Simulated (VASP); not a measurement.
# Y (P6_3/mmc) in VASP: further runs

The runs below take Y through relaxation of cell and atoms, with LDA.

Everything below comes from runs of VASP 6.6.1. Logs are shortened: lines on timing, memory, paths and dates and some standing lists are left out, and cuts for length are marked.

### Step 1. The cell of the first run

It takes space group P6_3/mmc (No. 194, hexagonal). The conventional cell has a = 3.539 Å, b = 3.539 Å, c = 5.531 Å, α = 90.00°, β = 90.00°, γ = 120.00°. Within 4.5 Å of Y (site symmetry -6m2) lie 12 Y at 3.44 to 3.54 Å.

### Step 2. Relaxation of cell and atoms, LDA, target pressure 10 GPa, at which the enthalpy is minimised

Input file INCAR:

```
PREC = Accurate
ENCUT = 600
EDIFF = 1E-7
ISMEAR = -1
SIGMA = 0.1
LREAL = False
LASPH = True
NELM = 60
ALGO = Normal
ISIF = 3
LWAVE = False
LCHARG = False
GGA = CA
IBRION = 2
NSW = 100
EDIFFG = -0.002
PSTRESS = 100.0
```

Input file KPOINTS:

```
Automatic mesh
0
Gamma
  16 16 8
```

Input file POSCAR:

```
Y
1.0
    3.5389878080      0.0000000000      0.0000000000
   -1.7694939040      3.0648533454      0.0000000000
    0.0000000000      0.0000000000      5.5305575682
Y
2
Direct
    0.3333333333      0.6666666667      0.2500000000
    0.6666666667      0.3333333333      0.7500000000
```

Potentials or basis: VASP PAW LDA potentials, release 64 (Y_sv).

On the command line:

```bash
$ cat potpaw_LDA.64/Y_sv/POTCAR > POTCAR
$ mpirun -np 1 vasp_std > vasp.out
```

OUTCAR:

```text
PREC = Accurate
   ENCUT = 600
   EDIFF = 1E-7
   ISMEAR = -1
   LREAL = False
   LASPH = True
   NELM = 60
   ISIF = 3
   GGA = CA
   IBRION = 2
   NSW = 100
   EDIFFG = -0.002
   PSTRESS = 100.0

 ion  position               nearest neighbor table
   1  0.333  0.667  0.250-   2 3.44   2 3.44   2 3.44   2 3.44   2 3.44   2 3.44
   2  0.667  0.333  0.750-   1 3.44   1 3.44   1 3.44   1 3.44   1 3.44   1 3.44

  LATTYP: Found a hexagonal cell.
 ALAT       =     3.5389878080
 C/A-ratio  =     1.5627512352

  Lattice vectors:

 A1 = (   3.5389878080,   0.0000000000,   0.0000000000)
 A2 = (  -1.7694939040,   3.0648533454,   0.0000000000)
 A3 = (   0.0000000000,   0.0000000000,   5.5305575682)

Analysis of symmetry for initial positions (statically):
=====================================================================
 Subroutine PRICEL returns:
 Original cell was already a primitive cell.

 Routine SETGRP: Setting up the symmetry group for a
 hexagonal supercell.

 Subroutine GETGRP returns: Found 24 space group operations
 (whereof 12 operations were pure point group operations)
 out of a pool of 24 trial point group operations.

The static configuration has the point symmetry D_3d.
 The point group associated with its full space group is D_6h.

Analysis of symmetry for dynamics (positions and initial velocities):
=====================================================================
 Subroutine PRICEL returns:
 Original cell was already a primitive cell.

 Routine SETGRP: Setting up the symmetry group for a
 hexagonal supercell.

 Subroutine GETGRP returns: Found 24 space group operations
 (whereof 12 operations were pure point group operations)
 out of a pool of 24 trial point group operations.

The dynamic configuration has the point symmetry D_3d.
 The point group associated with its full space group is D_6h.

 Subroutine INISYM returns: Found 24 space group operations
 (whereof 12 operations are pure point group operations),
 and found     1 'primitive' translations

----------------------------------------------------------------------------------------

                                     Primitive cell

  volume of cell :      59.9871

  direct lattice vectors                    reciprocal lattice vectors
     3.538987808  0.000000000  0.000000000     0.282566670  0.163139943  0.000000000
    -1.769493904  3.064853345  0.000000000     0.000000000  0.326279886  0.000000000
     0.000000000  0.000000000  5.530557568     0.000000000  0.000000000  0.180813596

  length of vectors
     3.538987808  3.538987808  5.530557568     0.326279886  0.326279886  0.180813596

  position of ions in fractional coordinates (direct lattice)
     0.333333333  0.666666667  0.250000000
     0.666666667  0.333333333  0.750000000

  ion indices of the primitive-cell ions
   primitive index   ion index
                 1           1
                 2           2

----------------------------------------------------------------------------------------

 KPOINTS: Automatic mesh

Automatic generation of k-mesh.
 Grid dimensions read from file:
 generate k-points for:   16   16    8

 Generating k-lattice:

  Cartesian coordinates                     Fractional coordinates (reciprocal lattice)
     0.017660417  0.010196246  0.000000000     0.062500000  0.000000000  0.000000000
     0.000000000  0.020392493  0.000000000     0.000000000  0.062500000  0.000000000
     0.000000000  0.000000000  0.022601699     0.000000000  0.000000000  0.125000000

  Length of vectors
     0.020392493  0.020392493  0.022601699

  Shift w.r.t. Gamma in fractional coordinates (k-lattice)
     0.000000000  0.000000000  0.000000000

 Subroutine IBZKPT returns following result:
 ===========================================

 Found    150 irreducible k-points:

 Following reciprocal coordinates:
            Coordinates               Weight
  0.000000  0.000000  0.000000      1.000000
  0.062500  0.000000  0.000000      6.000000
  0.125000  0.000000  0.000000      6.000000
  0.187500  0.000000  0.000000      6.000000
  0.250000  0.000000  0.000000      6.000000
  0.312500 -0.000000  0.000000      6.000000
[... 16 lines left out ...]
  0.187500  0.187500  0.000000      6.000000
  0.250000  0.187500  0.000000     12.000000
 [... further k-points ...]
   k-points           NKPTS =    150   k-points in BZ     NKDIM =    150   number of bands    NBANDS=     15
   number of dos      NEDOS =    301   number of ions     NIONS =      2
   total plane-waves  NPLWV =  37632
   dimension x,y,z NGX =    28 NGY =   28 NGZ =   48
   dimension x,y,z NGXF=    56 NGYF=   56 NGZF=   96
   ions per type =               2
   NGX,Y,Z   is equivalent  to a cutoff of  13.15, 13.15, 14.43 a.u.
   NGXF,Y,Z  is equivalent  to a cutoff of  26.31, 26.31, 28.86 a.u.
 SYSTEM =  unknown system
   PREC   = accura    normal or accurate (medium, high low for compatibility)
   ISTART =      0    job   : 0-new  1-cont  2-samecut
   ICHARG =      2    charge: 1-file 2-atom 10-const
   ISPIN  =      1    spin polarized calculation?
   LNONCOLLINEAR =      F non collinear calculations
   LSORBIT =      F    spin-orbit coupling
   LASPH  =      T    aspherical Exc in radial PAW
   ENCUT  =  600.0 eV  44.10 Ry    6.64 a.u.   7.07  7.07 11.05*2*pi/ulx,y,z
   NELM   =     60;   NELMIN=  2; NELMDL= -5     # of ELM steps
   EDIFF  = 0.1E-06   stopping-criterion for ELM
   LREAL  =      F    real-space projection
   EDIFFG = -.2E-02   stopping-criterion for IOM
   NSW    =    100    number of steps for IOM
   IBRION =      2    ionic relax: 0-MD 1-quasi-New 2-CG
   NFREE  =      1    steps in history (QN), initial steepest desc. (CG)
   ISIF   =      3    stress and relaxation
   ISYM   =      2    0-nonsym 1-usesym 2-fastsym
   POTIM  = 0.5000    time-step for ionic-motion
   TEBEG  =    0.0;   TEEND  =   0.0 temperature during run
   PSTRESS=  100.0 pullay stress
   NELECT =      22.0000    total number of electrons
   NUPDOWN=      -1.0000    fix difference up-down
   EMIN   =  10.00;   EMAX   =-10.00  energy-range for DOS
   EFERMI =   0.00;   METHOD = LEGACY
   ISMEAR =    -1;   SIGMA  =   0.10  broadening in eV -4-tet -1-fermi 0-gaus
   EFERMI_NEDOS =   21; number of points for ismear=-14 and -15
   IALGO  =     38    algorithm
   IMIX   =      4    mixing-type and parameters
     AMIX     =   0.40;   BMIX     =  1.00
     AMIX_MAG =   1.60;   BMIX_MAG =  1.00
  volume/ion in A,a.u.               =      29.99       202.41
  Fermi-wavevector in a.u.,A,eV,Ry     =   1.171826  2.214430 18.683199  1.373176
  Thomas-Fermi vector in A             =   2.308264
   LORBIT       =      0    0 simple, 1 ext, 2 COOP (PROOUT), +10 PAW based schemes
   GGA     = CA    functional components
   LHFCALC =     F    Hartree Fock is set to
   AEXX    =    0.0000 exact exchange contribution
   IVDW    =     0    specifies the selected vdW correction
   LEPSILON=     F    determine dielectric tensor
   LRPA    =     F    only Hartree local field effects (RPA)
 conjugate gradient relaxation of ions
 non-spin polarized calculation
  energy-cutoff  :      600.00
  volume of cell :       59.99
 maximum number of plane-waves:      2032
   NGX = 15   NGY = 15   NGZ = 23

--------------------------------------- Ionic step        1  -------------------------------------------

 number of electron      22.0000000 magnetization

 Free energy of the ion-electron system (eV)
  ---------------------------------------------------
  ext. energy  EPLUGINS =         0.00000000
  ---------------------------------------------------
  free energy    TOTEN  =       -13.95245560 eV

  energy without entropy =      -13.83855091  energy(sigma->0) =      -13.89550325

 E-fermi :   3.2840     XC(G=0): -10.0008

 val. band max:        3.2837991811   @ k =   0.3750   0.1250   0.2500
 cond. band min:       3.2860047813   @ k =   0.1875   0.0625   0.3750
 fundamental gap:      0.0022056002
 Fermi energy:         3.2839661335

 k-point     1 :       0.0000    0.0000    0.0000
  band No.  band energies     occupation
      1     -38.9591      2.00000
      2     -38.8461      2.00000
      3     -19.4949      2.00000
      4     -18.8381      2.00000
      5     -18.8381      2.00000
      6     -18.7154      2.00000
      7     -18.7154      2.00000
      8     -18.6712      2.00000
      9      -1.5240      2.00000
     10       1.2701      2.00000
     11       4.5829      0.00000
     12       5.0482      0.00000
     13       5.0482      0.00000
     14       5.4186      0.00000
     15       5.7297      0.00000
[... 519 lines left out ...]
  FREE ENERGIE OF THE ION-ELECTRON SYSTEM (eV)
  ---------------------------------------------------
  free  energy   TOTEN  =       -13.6927735303 eV

  energy  without entropy=      -13.5968628857  energy(sigma->0) =      -13.64481821

  enthalpy is  TOTEN    =       -10.5495263172 eV   P V=        3.1432472131

[... ionic steps 4 to 7 ...]

--------------------------------------- Ionic step        8  -------------------------------------------

 number of electron      22.0000001 magnetization

------------------------ aborting loop because EDIFF is reached ----------------------------------------

  FORCE on cell =-STRESS in cart. coord.  units (eV):
  Direction    XX          YY          ZZ          XY          YZ          ZX
  --------------------------------------------------------------------------------------
  -------------------------------------------------------------------------------------
  Total        3.1029579      3.1029579      3.0970902      0.0000000      0.0000000      0.0000000
  in kB       98.7801520     98.7801520     98.5933599      0.0000000      0.0000000      0.0000000
  external PRESSURE =      -1.2821121 kB  Pullay stress =     100.0000000 kB
[... 61 lines left out ...]
  enthalpy is  TOTEN    =       -10.5512416554 eV   P V=        3.1354832844

--------------------------------------- Ionic step       10  -------------------------------------------

 number of electron      22.0000001 magnetization

 Free energy of the ion-electron system (eV)
  ---------------------------------------------------
  ext. energy  EPLUGINS =         0.00000000
  ---------------------------------------------------
  free energy    TOTEN  =       -13.68633622 eV

  energy without entropy =      -13.59020581  energy(sigma->0) =      -13.63827102

 E-fermi :   4.2800     XC(G=0): -10.7415

 val. band max:        4.2795839711   @ k =   0.3750   0.2500   0.5000
 cond. band min:       4.2823803253   @ k =   0.3750   0.1875   0.1250
 fundamental gap:      0.0027963542
 Fermi energy:         4.2799979668

 k-point     1 :       0.0000    0.0000    0.0000
  band No.  band energies     occupation
      1     -37.6571      2.00000
      2     -37.4380      2.00000
      3     -18.4875      2.00000
      4     -17.3525      2.00000
      5     -17.3525      2.00000
      6     -17.1646      2.00000
      7     -17.1646      2.00000
      8     -17.1149      2.00000
      9      -0.7167      2.00000
     10       1.9355      2.00000
     11       6.1833      0.00000
     12       6.1833      0.00000
     13       6.2515      0.00000
     14       6.4620      0.00000
     15       6.9947      0.00000
[... 443 lines left out ...]
  FREE ENERGIE OF THE ION-ELECTRON SYSTEM (eV)
  ---------------------------------------------------
  free  energy   TOTEN  =       -13.6863362196 eV

  energy  without entropy=      -13.5902058117  energy(sigma->0) =      -13.63827102

  enthalpy is  TOTEN    =       -10.5512415358 eV   P V=        3.1350946838

 reached required accuracy - stopping structural energy minimisation
```

Wall time 23 min (1 thread of AMD EPYC 7R13, shared host); peak memory 0.31 GiB.

Results:

```yaml
Free_energy: -13.6863 eV
Relaxed_volume: 25.11 Å³/atom
Relaxed_cell: a = 3.318 Å, b = 3.318 Å, c = 5.268 Å, α = 90.00°, β = 90.00°, γ = 120.00°
Space_group_after_relaxing_to_0.1_Å: P6_3/mmc (No. 194)
Energy_change_on_relaxing_the_run_minimises_the_enthalpy: +133.1 meV/atom
Ionic_steps: 10
Pressure_after_relaxing: 10.0 GPa
Band_gap_on_the_k_mesh: zero (bands 11 and 12 overlap by 2.29 eV)
```

The path:
| step | energy change (eV) | largest force (eV/Å) | pressure (GPa) | volume (Å³) |
| --- | --- | --- | --- | --- |
| 1 | 0.0000 | 0.0000 | -0.14 | 59.99 |
| 2 | 0.7435 | 0.0000 | 19.51 | 44.97 |
| 3 | 0.2597 | 0.0000 | 9.90 | 50.36 |
| 4 | 0.2710 | 0.0000 | 10.15 | 50.18 |
| 5 | 0.2713 | 0.0000 | 10.16 | 50.16 |
| 6 | 0.2725 | 0.0000 | 10.15 | 50.13 |
| 7 | 0.2726 | 0.0000 | 10.16 | 50.13 |
| 8 | 0.2600 | 0.0000 | 9.87 | 50.33 |
| 9 | 0.2657 | 0.0000 | 9.99 | 50.24 |
| 10 | 0.2661 | 0.0000 | 10.01 | 50.23 |

Final structure:
```cif
data_structure
_symmetry_space_group_name_H-M 'P 1'
_symmetry_Int_Tables_number 1
_cell_length_a 3.3181
_cell_length_b 3.3181
_cell_length_c 5.2682
_cell_angle_alpha 90.000
_cell_angle_beta 90.000
_cell_angle_gamma 120.000
_cell_volume 50.23
loop_
_atom_site_label
_atom_site_type_symbol
_atom_site_fract_x
_atom_site_fract_y
_atom_site_fract_z
_atom_site_occupancy
Y1 Y 0.33333 0.66667 0.25000 1
Y2 Y 0.66667 0.33333 0.75000 1
```

Caveat: the cell is relaxed towards a set pressure, so the run minimises the enthalpy, not the energy; the volume moved by over 15 % at a fixed basis, so the end points are rough.

### Step 3. Relaxation of cell and atoms, LDA, target pressure 15 GPa, at which the enthalpy is minimised

Input file INCAR:

```
ALGO = Normal ; EDIFF = 1E-6
EDIFFG = -0.002 ; ENCUT = 600
GGA = CA ; IBRION = 2
ISIF = 3 ; ISMEAR = -1
LASPH = T ; LCHARG = F
LREAL = F ; LWAVE = F
NELM = 80 ; NSW = 100
PREC = Accurate ; PSTRESS = 150.0
SIGMA = 0.1
```

Input file KPOINTS:

```
k-points
0
Gamma
  16 16 8
```

POSCAR is that of step 2.

Potentials or basis: VASP PAW LDA potentials, release 64 (Y_sv).

On the command line:

```bash
$ cat potpaw_LDA.64/Y_sv/POTCAR > POTCAR
$ mpirun -np 1 vasp_std > vasp.out
```

It took 23 min on 1 thread of AMD EPYC 7R13, shared host; peak memory 0.31 GiB.

Results (log left out):

* Free energy: -13.4471 eV
* Relaxed volume: 23.57 Å³/atom
* Relaxed cell: a = 3.241 Å, b = 3.241 Å, c = 5.183 Å, α = 90.00°, β = 90.00°, γ = 120.00°
* Space group after relaxing (to 0.1 Å): P6_3/mmc (No. 194)
* Energy change on relaxing (the run minimises the enthalpy): +252.7 meV/atom
* Ionic steps: 10
* Pressure after relaxing: 15.0 GPa
* Band gap on the k mesh: zero (bands 11 and 12 overlap by 2.36 eV)

Step by step:
```
step  energy change (eV)  largest force (eV/Å)  pressure (GPa)  volume (Å³)
   1              0.0000                0.0000           -0.14        59.99
   2              1.8504                0.0000           37.76        38.59
   3              0.4725                0.0000           14.42        47.54
   4              0.4992                0.0000           14.95        47.25
   5              0.5214                0.0000           15.39        47.01
   6              0.4858                0.0000           14.67        47.36
   7              0.4758                0.0000           14.46        47.47
   8              0.5079                0.0000           15.05        47.11
   9              0.5064                0.0000           15.02        47.13
  10              0.5054                0.0000           15.00        47.14
```

Final structure:
```
CELL_PARAMETERS angstrom
3.24077 0.00000 0.00000
-1.62039 2.80659 0.00000
0.00000 0.00000 5.18286
ATOMIC_POSITIONS crystal
Y 0.33333 0.66667 0.25000
Y 0.66667 0.33333 0.75000
```

Levels at points of the mesh, in eV from the Fermi level:
| k point | band 8 | band 9 | band 10 | band 11 | band 12 | band 13 | band 14 | band 15 |
| --- | --- | --- | --- | --- | --- | --- | --- | --- |
| (0.00, 0.00, 0.00) | -21.19 | -5.02 | -2.46 | 1.95 | 1.95 | 2.17 | 2.28 | 2.81 |
| (0.50, 0.00, 0.00) | -21.41 | -2.02 | -1.79 | -1.50 | 0.91 | 1.64 | 1.91 | 2.72 |
| (0.00, 0.00, 0.50) | -21.35 | -3.19 | -3.19 | 1.02 | 1.02 | 1.88 | 1.88 | 1.88 |
| (0.50, 0.00, 0.50) | -21.60 | -2.29 | -2.29 | -0.27 | -0.27 | 2.77 | 2.77 | 3.57 |

Caveat: the cell is relaxed towards a set pressure, so the run minimises the enthalpy, not the energy; the volume moved by over 15 % at a fixed basis, so the end points are rough.
